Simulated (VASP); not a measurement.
# BP (I-4m2) in VASP: notebook

The runs below take BP through single point, with r2SCAN.

Everything below comes from runs of VASP 6.6.1. Logs are shortened: lines on timing, memory, paths and dates and some standing lists are left out, and cuts for length are marked.

### 1 The cell of the first run

It takes space group I-4m2 (No. 119, tetragonal). Conventional cell: a = 3.080 Å, b = 3.080 Å, c = 4.720 Å, α = 90.00°, β = 90.00°, γ = 90.00°. B (site symmetry -4m2) has 4 P at 1.94 Å within 2.6 Å. Within 2.6 Å of P (site symmetry -4m2) lie 4 B at 1.94 Å.

### 2 Single point, r2SCAN (strain -0.040 along x and y, +0.040 along z)

Input file POSCAR:

```
BP
1.0
    0.0000000000      2.1782400000      2.3597600000
    2.1782400000      0.0000000000      2.3597600000
    2.1782400000      2.1782400000      0.0000000000
B P
1 1
Direct
    0.0000000000      0.0000000000      0.0000000000
    0.7500000000      0.7500000000      0.7500000000
```

Input file INCAR.step1:

```
SYSTEM = BP
PREC = Accurate
ENCUT = 520
ISMEAR = 0
SIGMA = 0.05
LREAL = .False.
LASPH = .True.
NELM = 80
NBANDS = 11
GGA = PE
ALGO = Normal
EDIFF = 1E-4
LWAVE = .True.
LCHARG = .False.
```

Input file INCAR.step2:

```
SYSTEM = BP
PREC = Accurate
ENCUT = 520
EDIFF = 1E-7
ISMEAR = 0
SIGMA = 0.05
LREAL = .False.
LASPH = .True.
NELM = 80
ALGO = Normal
ISIF = 2
LWAVE = .False.
LCHARG = .False.
METAGGA = R2SCAN
LMIXTAU = .True.
NBANDS = 11
ISTART = 1
```

Input file KPOINTS:

```
regular mesh
0
Gamma
  10 10 10
  0 0 0
```

Potentials or basis: VASP PAW PBE potentials, release 64 (B, P).

On the command line:

```
$ cat potpaw_PBE.64/B/POTCAR potpaw_PBE.64/P/POTCAR > POTCAR
$ cp INCAR.step1 INCAR
$ mpirun -np 1 vasp_std > vasp.out
$ cp INCAR.step2 INCAR
$ mpirun -np 1 vasp_std > vasp.out
```

OUTCAR:

```text
SYSTEM = BP
   PREC = Accurate
   ENCUT = 520
   EDIFF = 1E-7
   ISMEAR = 0
   LREAL = .False.
   LASPH = .True.
   NELM = 80
   ISIF = 2
   METAGGA = R2SCAN
   ISTART = 1

 ion  position               nearest neighbor table
   1  0.000  0.000  0.000-   2 1.94   2 1.94   2 1.94   2 1.94
   2  0.750  0.750  0.750-   1 1.94   1 1.94   1 1.94   1 1.94

  LATTYP: Found a body centered tetragonal cell.
 ALAT       =     3.0804965501
 C/A-ratio  =     1.5320646926

  Lattice vectors:

 A1 = (  -2.1782400000,   0.0000000000,   2.3597600000)
 A2 = (   2.1782400000,   0.0000000000,   2.3597600000)
 A3 = (   0.0000000000,   2.1782400000,  -2.3597600000)

Analysis of symmetry for initial positions (statically):
=====================================================================
 Subroutine PRICEL returns:
 Original cell was already a primitive cell.

 Routine SETGRP: Setting up the symmetry group for a
 body centered tetragonal supercell.

 Subroutine GETGRP returns: Found  8 space group operations
 (whereof  8 operations were pure point group operations)
 out of a pool of 16 trial point group operations.

The static configuration has the point symmetry D_2d.

Analysis of symmetry for dynamics (positions and initial velocities):
=====================================================================
 Subroutine PRICEL returns:
 Original cell was already a primitive cell.

 Routine SETGRP: Setting up the symmetry group for a
 body centered tetragonal supercell.

 Subroutine GETGRP returns: Found  8 space group operations
 (whereof  8 operations were pure point group operations)
 out of a pool of 16 trial point group operations.

The dynamic configuration has the point symmetry D_2d.

 Subroutine INISYM returns: Found  8 space group operations
 (whereof  8 operations are pure point group operations),
 and found     1 'primitive' translations

----------------------------------------------------------------------------------------

                                     Primitive cell

  volume of cell :      22.3928

  direct lattice vectors                    reciprocal lattice vectors
     0.000000000  2.178240000  2.359760000    -0.229543117  0.229543117  0.211885955
     2.178240000  0.000000000  2.359760000     0.229543117 -0.229543117  0.211885955
     2.178240000  2.178240000  0.000000000     0.229543117  0.229543117 -0.211885955

  length of vectors
     3.211416627  3.211416627  3.080496550     0.387654154  0.387654154  0.387654154

  position of ions in fractional coordinates (direct lattice)
     0.000000000  0.000000000  0.000000000
     0.750000000  0.750000000  0.750000000

  ion indices of the primitive-cell ions
   primitive index   ion index
                 1           1
                 2           2

----------------------------------------------------------------------------------------

 KPOINTS: regular mesh

Automatic generation of k-mesh.
 Grid dimensions read from file:
 generate k-points for:   10   10   10

 Generating k-lattice:

  Cartesian coordinates                     Fractional coordinates (reciprocal lattice)
    -0.022954312  0.022954312  0.021188595     0.100000000  0.000000000  0.000000000
     0.022954312 -0.022954312  0.021188595     0.000000000  0.100000000  0.000000000
     0.022954312  0.022954312 -0.021188595     0.000000000  0.000000000  0.100000000

  Length of vectors
     0.038765415  0.038765415  0.038765415

  Shift w.r.t. Gamma in fractional coordinates (k-lattice)
     0.000000000  0.000000000  0.000000000

 Subroutine IBZKPT returns following result:
 ===========================================

 Found    102 irreducible k-points:

 Following reciprocal coordinates:
            Coordinates               Weight
  0.000000  0.000000  0.000000      1.000000
  0.100000  0.000000  0.000000      8.000000
  0.200000  0.000000  0.000000      8.000000
  0.300000 -0.000000  0.000000      8.000000
  0.400000  0.000000  0.000000      8.000000
  0.500000  0.000000  0.000000      4.000000
[... 16 lines left out ...]
  0.300000  0.300000  0.000000      2.000000
  0.400000  0.300000  0.000000      8.000000
 [... further k-points ...]
   k-points           NKPTS =    102   k-points in BZ     NKDIM =    102   number of bands    NBANDS=     11
   number of dos      NEDOS =    301   number of ions     NIONS =      2
   total plane-waves  NPLWV =  13824
   dimension x,y,z NGX =    24 NGY =   24 NGZ =   24
   dimension x,y,z NGXF=    48 NGYF=   48 NGZF=   48
   ions per type =               1   1
   NGX,Y,Z   is equivalent  to a cutoff of  12.42, 12.42, 12.95 a.u.
   NGXF,Y,Z  is equivalent  to a cutoff of  24.85, 24.85, 25.90 a.u.
 SYSTEM =  BP
   PREC   = accura    normal or accurate (medium, high low for compatibility)
   ISTART =      1    job   : 0-new  1-cont  2-samecut
   ICHARG =      0    charge: 1-file 2-atom 10-const
   ISPIN  =      1    spin polarized calculation?
   LNONCOLLINEAR =      F non collinear calculations
[... 56 lines left out ...]
 fundamental gap:      0.7377957967
 Fermi energy:         8.5070300059

 k-point     1 :       0.0000    0.0000    0.0000
  band No.  band energies     occupation
      1      -8.7467      2.00000
      2       7.2928      2.00000
      3       8.2305      2.00000
      4       8.2305      2.00000
      5      11.5039      0.00000
      6      11.5039      0.00000
      7      11.9678      0.00000
      8      16.4332      0.00000
      9      19.4608      0.00000
     10      20.6896      0.00000
     11      21.8509      0.00000

 k-point     2 :       0.1000    0.0000    0.0000
  band No.  band energies     occupation
      1      -8.5501      2.00000
      2       6.3853      2.00000
      3       7.3872      2.00000
      4       7.9388      2.00000
      5      11.8184      0.00000
      6      11.9707      0.00000
      7      12.5726      0.00000
      8      16.9149      0.00000
      9      18.9898      0.00000
     10      20.9599      0.00000
     11      21.2966      0.00000

 k-point     3 :       0.2000    0.0000    0.0000
  band No.  band energies     occupation
      1      -7.9671      2.00000
      2       3.9788      2.00000
      3       6.5826      2.00000
      4       7.4063      2.00000
      5      11.9891      0.00000
      6      12.8675      0.00000
      7      13.2993      0.00000
      8      17.9831      0.00000
      9      18.9296      0.00000
     10      19.9646      0.00000
     11      22.2876      0.00000

 k-point     4 :       0.3000   -0.0000    0.0000
  band No.  band energies     occupation
      1      -7.0278      2.00000
      2       1.4359      2.00000
      3       5.9481      2.00000
      4       6.9609      2.00000
      5      11.7878      0.00000
      6      13.4332      0.00000
      7      13.5458      0.00000
      8      18.9592      0.00000
      9      19.9670      0.00000
     10      20.1438      0.00000
     11      22.7468      0.00000

 k-point     5 :       0.4000    0.0000    0.0000
  band No.  band energies     occupation
      1      -5.8472      2.00000
      2      -0.7705      2.00000
      3       5.5427      2.00000
      4       6.6901      2.00000
      5      11.5318      0.00000
      6      13.4771      0.00000
      7      13.5045      0.00000
      8      19.1421      0.00000
      9      21.6552      0.00000
     10      21.9274      0.00000
     11      23.9684      0.00000
[... 211 lines left out ...]
 k-point    21 :      -0.3000    0.2000    0.0000
  band No.  band energies     occupation
      1      -5.4942      2.00000
      2       0.0972      2.00000
      3       2.3874      2.00000
      4       6.4699      2.00000
      5      12.9218      0.00000
      6      14.7084      0.00000
      7      14.8733      0.00000
      8      18.0480      0.00000
      9      19.0753      0.00000
     10      22.4281      0.00000
     11      25.5703      0.00000

 k-point    22 :      -0.2000    0.2000    0.0000
  band No.  band energies     occupation
      1      -6.6157      2.00000
      2       2.0224      2.00000
      3       2.9793      2.00000
      4       7.1720      2.00000
      5      13.4090      0.00000
      6      13.7069      0.00000
      7      14.3627      0.00000
      8      16.9464      0.00000
      9      18.2761      0.00000
     10      23.0026      0.00000
     11      24.8208      0.00000

 k-point    23 :       0.3000    0.3000    0.0000
  band No.  band energies     occupation
      1      -6.6674      2.00000
      2       2.0199      2.00000
      3       4.9287      2.00000
      4       4.9287      2.00000
      5      10.3096      0.00000
      6      12.4594      0.00000
      7      17.5876      0.00000
      8      17.5876      0.00000
      9      21.6670      0.00000
     10      23.9923      0.00000
     11      25.4879      0.00000

 k-point    24 :       0.4000    0.3000    0.0000
  band No.  band energies     occupation
      1      -5.8273      2.00000
      2       0.7523      2.00000
      3       3.8158      2.00000
      4       4.6493      2.00000
      5      10.6312      0.00000
      6      12.4687      0.00000
      7      18.2271      0.00000
      8      18.4214      0.00000
      9      22.7455      0.00000
     10      24.5780      0.00000
     11      26.1128      0.00000

 [... further k-points ...]
[... 5 lines left out ...]
  --------------------------------------------------------------------------------------
  -------------------------------------------------------------------------------------
  Total        2.2113897      2.2113897     -1.5065805      0.0000000      0.0000000      0.0000000
  in kB      158.2218905    158.2218905   -107.7937638      0.0000000      0.0000000      0.0000000
  external PRESSURE =      69.5500057 kB  Pullay stress =       0.0000000 kB

 VOLUME and BASIS-vectors are now :
 -----------------------------------------------------------------------------
  energy-cutoff  :      520.00
  volume of cell :       22.39
      direct lattice vectors                 reciprocal lattice vectors
     0.000000000  2.178240000  2.359760000    -0.229543117  0.229543117  0.211885955
     2.178240000  0.000000000  2.359760000     0.229543117 -0.229543117  0.211885955
     2.178240000  2.178240000  0.000000000     0.229543117  0.229543117 -0.211885955

 POSITION                                       TOTAL-FORCE (eV/Angst)
 -----------------------------------------------------------------------------------
      0.00000      0.00000      0.00000         0.000000      0.000000     -0.000000
      3.26736      3.26736      3.53964        -0.000000     -0.000000      0.000000
 -----------------------------------------------------------------------------------
    total drift:                               -0.000000     -0.000000     -0.000000

  FREE ENERGIE OF THE ION-ELECTRON SYSTEM (eV)
  ---------------------------------------------------
  free  energy   TOTEN  =       -17.1961439158 eV

  energy  without entropy=      -17.1961439158  energy(sigma->0) =      -17.19614392
```

Wall time 28 s (1 thread of Intel Xeon 6975P-C (Granite Rapids), shared host); peak memory 0.15 GiB.

Results:

- Free energy: -17.1961 eV
- Pressure: 7.0 GPa
- Band gap on the k mesh: 0.74 eV, indirect (least direct gap 3.27 eV)

Caveat: the cell differs from its parent crystal (strain -0.040 along x and y, +0.040 along z); the PAW data sets were made with another functional, which shifts forces and pressure a little. A k mesh can miss the band edges.

### 3 Single point, r2SCAN (strain -0.040 along x and y, +0.080 along z)

Input file POSCAR:

```
BP
1.0
    0.0000000000      2.1782400000      2.4505200000
    2.1782400000      0.0000000000      2.4505200000
    2.1782400000      2.1782400000      0.0000000000
B P
1 1
Direct
    0.0000000000      0.0000000000      0.0000000000
    0.7500000000      0.7500000000      0.7500000000
```

Input file INCAR.step1:

```
SYSTEM = BP
  ALGO = Normal
  EDIFF = 1E-4
  ENCUT = 520
  GGA = PE
  ISMEAR = 0
  LASPH = .TRUE.
  LCHARG = .FALSE.
  LREAL = .FALSE.
  LWAVE = .TRUE.
  NBANDS = 11
  NELM = 100
  PREC = Accurate
  SIGMA = 0.05
```

Input file INCAR.step2:

```
SYSTEM = BP
  ALGO = Normal
  EDIFF = 1E-6
  ENCUT = 520
  ISIF = 2
  ISMEAR = 0
  ISTART = 1
  LASPH = .TRUE.
  LCHARG = .FALSE.
  LMIXTAU = .TRUE.
  LREAL = .FALSE.
  LWAVE = .FALSE.
  METAGGA = R2SCAN
  NBANDS = 11
  NELM = 100
  PREC = Accurate
  SIGMA = 0.05
```

Input file KPOINTS:

```
k-points
0
G
  10 10 10
  0 0 0
```

Potentials or basis: VASP PAW PBE potentials, release 64 (B, P).

On the command line:

```
$ cat potpaw_PBE.64/B/POTCAR potpaw_PBE.64/P/POTCAR > POTCAR
$ cp INCAR.step1 INCAR
$ mpirun -np 1 vasp_std > vasp.out
$ cp INCAR.step2 INCAR
$ mpirun -np 1 vasp_std > vasp.out
```

It took 30 s on 1 thread of Intel Xeon 6975P-C (Granite Rapids), shared host; peak memory 0.15 GiB.

It converged, with:

- Free energy: -17.0966 eV
- Pressure: 0.1 GPa
- Band gap on the k mesh: 0.49 eV, indirect (least direct gap 3.02 eV)

Stress tensor (GPa, compression positive):
```
 13.20   0.00   0.00
  0.00  13.20   0.00
  0.00   0.00 -26.20
```

Levels at points of the mesh, in eV from the valence-band top:
```tsv
k point	band 2	band 3	band 4	band 5	band 6	band 7
(0.00, 0.00, 0.00)	-1.41	0.00	0.00	3.02	3.02	3.69
(0.50, 0.00, 0.00)	-10.00	-3.20	-1.46	2.40	5.18	5.32
(0.50, 0.50, 0.00)	-10.32	-3.92	-3.92	1.99	2.65	12.57
(0.50, 0.00, 0.50)	-9.25	-5.33	-5.07	0.67	0.89	10.86
```

Caveat: the cell differs from its parent crystal (strain -0.040 along x and y, +0.080 along z); the PAW data sets were made with another functional, which shifts forces and pressure a little. A k mesh can miss the band edges.

### 4 Single point, r2SCAN (strain +0.040 along x and y, -0.080 along z)

Input file POSCAR:

```
BP
1.0
    0.0000000000      2.3597600000      2.0874800000
    2.3597600000      0.0000000000      2.0874800000
    2.3597600000      2.3597600000      0.0000000000
B P
1 1
Direct
    0.0000000000      0.0000000000      0.0000000000
    0.7500000000      0.7500000000      0.7500000000
```

Input file INCAR.step1:

```
PREC     = Accurate       # precision mode
ENCUT    = 520            # plane-wave cutoff, eV
ISMEAR   = 0              # smearing method
SIGMA    = 0.05           # smearing width, eV
LREAL    = False          # projectors in reciprocal space
LASPH    = True           # aspherical terms in the spheres
NELM     = 100            # most SCF steps
NBANDS   = 11             # bands
GGA      = PE             # functional
ALGO     = Normal         # electronic algorithm
EDIFF    = 1E-4           # SCF threshold, eV
LWAVE    = True           # write WAVECAR
LCHARG   = False          # write CHGCAR
```

Input file INCAR.step2:

```
PREC     = Accurate       # precision mode
ENCUT    = 520            # plane-wave cutoff, eV
EDIFF    = 1E-7           # SCF threshold, eV
ISMEAR   = 0              # smearing method
SIGMA    = 0.05           # smearing width, eV
LREAL    = False          # projectors in reciprocal space
LASPH    = True           # aspherical terms in the spheres
NELM     = 100            # most SCF steps
ALGO     = Normal         # electronic algorithm
ISIF     = 2              # what is computed and relaxed
LWAVE    = False          # write WAVECAR
LCHARG   = False          # write CHGCAR
METAGGA  = R2SCAN         # meta-GGA
LMIXTAU  = True         
NBANDS   = 11             # bands
ISTART   = 1
```

Input file KPOINTS:

```
Automatic mesh
0
Gamma
  10 10 10
```

On the command line:

```
$ cat potpaw_PBE.64/B/POTCAR potpaw_PBE.64/P/POTCAR > POTCAR
$ cp INCAR.step1 INCAR
$ mpirun -np 1 vasp_std > vasp.out
$ cp INCAR.step2 INCAR
$ mpirun -np 1 vasp_std > vasp.out
```

Run time: 46 s. Hardware: 1 thread of Intel Xeon 6975P-C (Granite Rapids), shared host; peak memory 0.16 GiB.

The run converged. Its results:

```
Free energy            : -17.1245 eV
Pressure               : -0.1 GPa
Band gap on the k mesh : zero (band 4 reaches 8.23 eV, above the bottom of band 5 at 7.80 eV)
```

Stress tensor (GPa, compression positive):
```
-9.91  0.00  0.00
 0.00 -9.91  0.00
 0.00  0.00 19.53
```

Levels at points of the mesh, in eV from the Fermi level:
| k point | band 1 | band 2 | band 3 | band 4 | band 5 | band 6 | band 7 | band 8 | band 9 |
| --- | --- | --- | --- | --- | --- | --- | --- | --- | --- |
| (0.00, 0.00, 0.00) | -16.64 | -0.70 | -0.70 | 0.43 | 2.89 | 3.67 | 3.67 | 7.58 | 10.70 |
| (0.50, 0.00, 0.00) | -13.09 | -9.85 | -2.95 | -1.47 | 2.92 | 4.09 | 6.29 | 10.83 | 13.69 |
| (0.50, 0.50, 0.00) | -10.62 | -8.67 | -5.52 | -5.52 | 0.28 | 0.44 | 12.65 | 12.65 | 16.77 |
| (0.50, 0.00, 0.50) | -11.84 | -9.85 | -4.28 | -4.05 | 1.78 | 2.24 | 11.13 | 13.19 | 14.42 |

Caveat: the cell differs from its parent crystal (strain +0.040 along x and y, -0.080 along z); the PAW data sets were made with another functional, which shifts forces and pressure a little.

### 5 Single point, r2SCAN (strain +0.040 along x and y, -0.040 along z)

Input file POSCAR:

```
BP
1.0
    0.0000000000      2.3597600000      2.1782400000
    2.3597600000      0.0000000000      2.1782400000
    2.3597600000      2.3597600000      0.0000000000
B P
1 1
Direct
    0.0000000000      0.0000000000      0.0000000000
    0.7500000000      0.7500000000      0.7500000000
```

Input file INCAR.step1:

```
  PREC = Accurate
  ENCUT = 520
  ISMEAR = 0
  SIGMA = 0.05
  LREAL = False
  LASPH = True
  NELM = 60
  NBANDS = 11
  GGA = PE
  ALGO = Normal
  EDIFF = 1E-4
  LWAVE = True
  LCHARG = False
```

Input file INCAR.step2:

```
  PREC = Accurate
  ENCUT = 520
  EDIFF = 1E-6
  ISMEAR = 0
  SIGMA = 0.05
  LREAL = False
  LASPH = True
  NELM = 60
  ALGO = Normal
  ISIF = 2
  LWAVE = False
  LCHARG = False
  METAGGA = R2SCAN
  LMIXTAU = True
  NBANDS = 11
  ISTART = 1
```

Input file KPOINTS:

```
regular mesh
0
Gamma
  10 10 10
```

On the command line:

```
$ cat potpaw_PBE.64/B/POTCAR potpaw_PBE.64/P/POTCAR > POTCAR
$ cp INCAR.step1 INCAR
$ mpirun -np 1 vasp_std > vasp.out
$ cp INCAR.step2 INCAR
$ mpirun -np 1 vasp_std > vasp.out
```

It took 32 s on 1 thread of Intel Xeon 6975P-C (Granite Rapids), shared host; peak memory 0.16 GiB.

It converged, with:

- Free energy: -17.2073 eV
- Pressure: -6.6 GPa
- Band gap on the k mesh: 0.28 eV, indirect (least direct gap 2.78 eV)

Stress tensor (GPa, compression positive):
```
-13.26   0.00   0.00
  0.00 -13.26   0.00
  0.00   0.00   6.72
```

Levels at points of the mesh, in eV from the valence-band top:
```tsv
k point	band 1	band 2	band 3	band 4	band 5	band 6	band 7	band 8
(0.00, 0.00, 0.00)	-16.42	-0.75	-0.75	0.00	2.78	3.29	3.29	6.82
(0.50, 0.00, 0.00)	-13.06	-9.72	-2.81	-1.83	2.94	4.13	5.37	10.36
(0.50, 0.50, 0.00)	-10.95	-8.93	-5.24	-5.24	0.51	0.71	12.14	12.14
(0.50, 0.00, 0.50)	-11.71	-9.66	-4.47	-4.32	1.45	1.84	11.22	12.64
```

Caveat: the cell differs from its parent crystal (strain +0.040 along x and y, -0.040 along z); the PAW data sets were made with another functional, which shifts forces and pressure a little. A k mesh can miss the band edges.

### 6 The runs side by side

| cell | gap on the mesh (eV) | pressure (GPa) |
| --- | --- | --- |
| a = 3.211, b = 3.211, c = 3.080 Å, angles 61.3, 61.3, 57.3°, 2 atoms | 0.74 | 7.0 |
| a = 3.279, b = 3.279, c = 3.080 Å, angles 62.0, 62.0, 56.0°, 2 atoms | 0.49 | 0.1 |
| a = 3.151, b = 3.151, c = 3.337 Å, angles 58.0, 58.0, 64.0°, 2 atoms | none | -0.1 |
| a = 3.211, b = 3.211, c = 3.337 Å, angles 58.7, 58.7, 62.6°, 2 atoms | 0.28 | -6.6 |

Alike in all rows: task single point; level r2SCAN; potentials or basis VASP PAW PBE potentials, release 64 (B, P); no spin polarisation; k mesh 10 × 10 × 10; cutoff (eV) 520; smearing gaussian 0.05 eV.

Caveats: the PAW data sets were made with another functional, which shifts forces and pressure a little.

Total energies depend on the potentials used, so only differences within one code and one set of settings carry meaning.
